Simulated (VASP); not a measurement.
Here is a VASP 6.6.1 calculation.

File POSCAR:

```
SiC
1.0
    0.0000000000      2.1780523476      2.1780523476
    2.1780523476      0.0000000000      2.1780523476
    2.1780523476      2.1780523476      0.0000000000
Si C
1 1
Direct
    0.0000000000      0.0000000000      0.0000000000
    0.2500000000      0.2500000000      0.2500000000
```

Contents of INCAR.step1:

```
SYSTEM = SiC
PREC     = Accurate       ! precision mode
ENCUT    = 1000           ! plane-wave cutoff, eV
EDIFF    = 1E-5           ! SCF threshold, eV
ISMEAR   = 0              ! smearing method
SIGMA    = 0.01           ! smearing width, eV
LREAL    = .FALSE.        ! projectors in reciprocal space
LASPH    = .TRUE.         ! aspherical terms in the spheres
NELM     = 120            ! most SCF steps
ALGO     = Normal         ! electronic algorithm
ISIF     = 2              ! what is computed and relaxed
LWAVE    = .TRUE.         ! write WAVECAR
LCHARG   = .FALSE.        ! write CHGCAR
NBANDS   = 11             ! bands
GGA      = PE             ! functional
GGA_COMPAT= .FALSE.
```

INCAR.step2

```
SYSTEM = SiC
PREC     = Accurate       ! precision mode
ENCUT    = 1000           ! plane-wave cutoff, eV
EDIFF    = 1E-6           ! SCF threshold, eV
ISMEAR   = 0              ! smearing method
SIGMA    = 0.01           ! smearing width, eV
LREAL    = .FALSE.        ! projectors in reciprocal space
LASPH    = .TRUE.         ! aspherical terms in the spheres
NELM     = 120            ! most SCF steps
ALGO     = Normal         ! electronic algorithm
ISIF     = 2              ! what is computed and relaxed
LWAVE    = .FALSE.        ! write WAVECAR
LCHARG   = .FALSE.        ! write CHGCAR
GGA      = PE             ! functional
LHFCALC  = .TRUE.         ! exact exchange
AEXX     = 0.5            ! exact-exchange fraction
HFSCREEN = 0.1            ! screening, 1/A
PRECFOCK = Normal       
NBANDS   = 11             ! bands
ISTART   = 1            
GGA_COMPAT= .FALSE.
```

Contents of KPOINTS:

```
regular mesh
0
G
  4 4 4
  0 0 0
```

Potentials or basis: VASP PAW PBE potentials, release 64 (Si, C_h).

Run with:

```console
$ cat potpaw_PBE.64/Si/POTCAR potpaw_PBE.64/C_h/POTCAR > POTCAR
$ cp INCAR.step1 INCAR
$ mpirun -np 1 vasp_std > vasp.out
$ cp INCAR.step2 INCAR
$ mpirun -np 1 vasp_std > vasp.out
```

Question: Estimate the band gap on the k mesh.

Answer: 3.96 eV (least direct gap 7.78 eV).

Question: Estimate the pressure.

Answer: -6.7 GPa.

Caveat: the k points lie up to 0.62 Å⁻¹ apart; the PAW data sets were made with another functional, which shifts forces and pressure a little. A k mesh can miss the band edges.
